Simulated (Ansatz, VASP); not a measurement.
# CdS: VASP beside Ansatz

File POSCAR:

```
CdS
1.0
    0.0000000000      2.9392148400      2.9392148400
    3.1049865570      0.0000000000      2.9392148400
    3.1049865570      2.9392148400      0.0000000000
Cd S
1 1
Direct
    0.0000000000      0.0000000000      0.0000000000
    0.2500000000      0.2500000000      0.2500000000
```

INCAR.step1

```
PREC = Accurate
ENCUT = 520
EDIFF = 1E-5
ISMEAR = 0
SIGMA = 0.01
LREAL = F
LASPH = T
NELM = 100
ALGO = Normal
ISIF = 2
LWAVE = T
GGA = PE
NBANDS = 16
```

The input INCAR.step2:

```
PREC = Accurate
ENCUT = 520
EDIFF = 1E-6
ISMEAR = 0
SIGMA = 0.01
LREAL = F
LASPH = T
NELM = 100
ALGO = Normal
ISIF = 2
LWAVE = F
LCHARG = T
GGA = PE
LHFCALC = T
HFSCREEN = 0.2079
PRECFOCK = Normal
LELF = T
LVHAR = T
ISTART = 1
NBANDS = 16
```

KPOINTS

```
regular mesh
0
Gamma
  6 6 6
```

Input for Ansatz:

```yaml
crystal:
  lattice:
    - [0.0, 2.93921484, 2.93921484]
    - [3.104986557, 0.0, 2.93921484]
    - [3.104986557, 2.93921484, 0.0]
  atoms:
    - { symbol: Cd, position: [0.0, 0.0, 0.0] }
    - { symbol: S, position: [0.25, 0.25, 0.25] }
kpoints:
  mp_grid: { grid: [6, 6, 6] }
  band_path:
    path:
      - [0.0, 0.0, 0.0]
      - [-0.5, -0.5, 0.0]
      - [-0.375, -0.375, 0.25]
      - [-0.375, 0.0, 0.375]
      - [0.0, 0.0, 0.5]
      - [-0.5, -0.25, 0.25]
    npoints: 1
hamiltonian:
  xc: hse06
scf:
  occupations: { method: fixed }
  n_extra_bands: 4
output:
  forces: true
  stress: true
  eigenvalues: true
```

Change from the starting cell: uniaxial_x strain +5.6%.

Alike in both runs: task single point; functional HSE06; k mesh 6 × 6 × 6; no spin polarisation.

|  | VASP | Ansatz |
| --- | --- | --- |
| version | VASP 6.6.1 | Ansatz 0.2.0 |
| potentials or method | VASP PAW PBE potentials, release 64 (Cd, S) | plane waves, PAW |
| plane-wave cutoff (eV) | 520 | 420 |
| occupations | gaussian, width 0.01 eV | fixed |
| valence electrons in the cell | 18 | 26 |

Ansatz gave:

```
gap on the k mesh at the Fermi level (eV)                     : 1.90
pressure (GPa)                                                : -2.8
traceless stress, the component that is largest in VASP (GPa) : -0.97
```

Task: Estimate VASP's values.

Result: gap on the k mesh at the Fermi level (eV): 1.90; pressure (GPa): -2.6; traceless stress, the component that is largest in VASP (GPa): -0.96.

VASP's potentials hold 18 valence electrons a cell and Ansatz's 26, so a difference there can come from the potentials and not from the codes. Ansatz's warnings: stress exchange threshold loose, stress scf threshold loose.
